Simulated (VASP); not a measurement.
Input of a VASP 6.6.1 run:

Contents of INCAR:

```
SYSTEM = BaTiO3
  PREC = Accurate
  ENCUT = 520
  EDIFF = 1E-6
  ISMEAR = 0
  SIGMA = 0.02
  LREAL = .False.
  LASPH = .True.
  NELM = 100
  ALGO = Normal
  ISIF = 2
  LWAVE = .False.
  LCHARG = .False.
  NBANDS = 28
```

File KPOINTS:

```
Automatic mesh
0
Gamma
  8 8 8
  0 0 0
```

File POSCAR:

```
BaTiO3
1.0
    2.6747694175      1.5442788432      2.1839134900
   -2.6747694175      1.5442788432      2.1839134900
    0.0000000000     -3.0885576865      2.1839134900
Ba Ti O
1 1 3
Direct
   -0.0057395906     -0.0057395906     -0.0057395906
    0.4943125836      0.4943125836      0.4943125836
    0.4941726669      0.9941826736      0.4941726669
    0.4941726669      0.4941726669      0.9941826736
    0.9941826736      0.4941726669      0.4941726669
```

Potentials or basis: VASP PAW LDA potentials, release 64 (Ba_sv, Ti_sv, O).

The run is started by

```bash
$ cat potpaw_LDA.64/Ba_sv/POTCAR potpaw_LDA.64/Ti_sv/POTCAR potpaw_LDA.64/O/POTCAR > POTCAR
$ mpirun -np 1 vasp_std > vasp.out
```

**Question.** What does it give for the pressure?

**Answer.** 34.0 GPa.

**Question.** Estimate the band gap on the k mesh.

**Answer.** 1.87 eV.

Forces on the atoms (eV/Å):
```
Ba   0.000  0.000 -0.002
Ti   0.000  0.000 -0.003
O   -0.001  0.001  0.002
O    0.000 -0.001  0.002
O    0.001  0.001  0.002
```

Caveat: the cell stands under pressure; spin-orbit coupling is left out, which moves the levels of the heavy elements. A k mesh can miss the band edges.
